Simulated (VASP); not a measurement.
Wanted: the native input for a VASP 6.6.1 run.

```
Task                    : density of states
Functional              : PBE
Potentials or basis     : VASP PAW PBE potentials, release 64 (Si, C)
Cutoff                  : 520 eV
k mesh                  : 12 × 12 × 8
Occupations             : gaussian, width 0.05 eV
Spin                    : no spin polarisation
Dipole correction       : no
k mesh for the DOS      : 18 × 18 × 12
Occupations for the DOS : tetrahedron
Further INCAR settings  : ALGO = Normal; EDIFF = 1e-06; NBANDS = 16
```

The system is SiC.

```xyz
4
Lattice="3.0919 0.0000 0.0000 -1.5460 2.6777 0.0000 0.0000 0.0000 5.0743" Properties=species:S:1:pos:R:3 pbc="T T T"
Si    0.0000    1.7851    0.0233
Si    1.5460    0.8926    2.5604
C     0.0000    1.7851    1.9304
C     1.5460    0.8926    4.4675
```

One way to write it, as run:

POSCAR

```
SiC
1.0
    3.0919366045      0.0000000000      0.0000000000
   -1.5459683023      2.6776956464      0.0000000000
    0.0000000000      0.0000000000      5.0743114968
Si C
2 2
Direct
    0.3333333333      0.6666666667      0.0045824632
    0.6666666667      0.3333333333      0.5045824632
    0.3333333333      0.6666666667      0.3804175368
    0.6666666667      0.3333333333      0.8804175368
```

INCAR.step1

```
PREC = Accurate
ENCUT = 520
EDIFF = 1E-6
ISMEAR = 0
SIGMA = 0.05
LREAL = False
LASPH = True
NELM = 100
ALGO = Normal
ISIF = 2
LWAVE = False
LCHARG = True
GGA = PE
NBANDS = 16
```

KPOINTS.step1

```
regular mesh
0
Gamma
  12 12 8
```

INCAR.step2

```
PREC = Accurate
ENCUT = 520
EDIFF = 1E-6
ISMEAR = -5
SIGMA = 0.05
LREAL = False
LASPH = True
NELM = 100
ALGO = Normal
ISIF = 2
LWAVE = False
LCHARG = False
GGA = PE
LORBIT = 11
NBANDS = 16
NEDOS = 1001
ICHARG = 11
```

KPOINTS.step2

```
regular mesh
0
Gamma
  18 18 12
```

Potentials or basis: VASP PAW PBE potentials, release 64 (Si, C).

Launch:

```bash
$ cat potpaw_PBE.64/Si/POTCAR potpaw_PBE.64/C/POTCAR > POTCAR
$ cp INCAR.step1 INCAR
$ cp KPOINTS.step1 KPOINTS
$ mpirun -np 1 vasp_std > vasp.out
$ cp INCAR.step2 INCAR
$ cp KPOINTS.step2 KPOINTS
$ mpirun -np 1 vasp_std > vasp.out
```

It gave:

```json
{
  "Valence electrons inside the program's atomic spheres": "Si 1.66; C 2.53"
}
```

Wall time 80 s on 1 thread of Intel(R) Xeon(R) Platinum 8259CL CPU @ 2.50GHz (Skylake/Cascade Lake), on a shared host, peak memory 0.26 GiB.
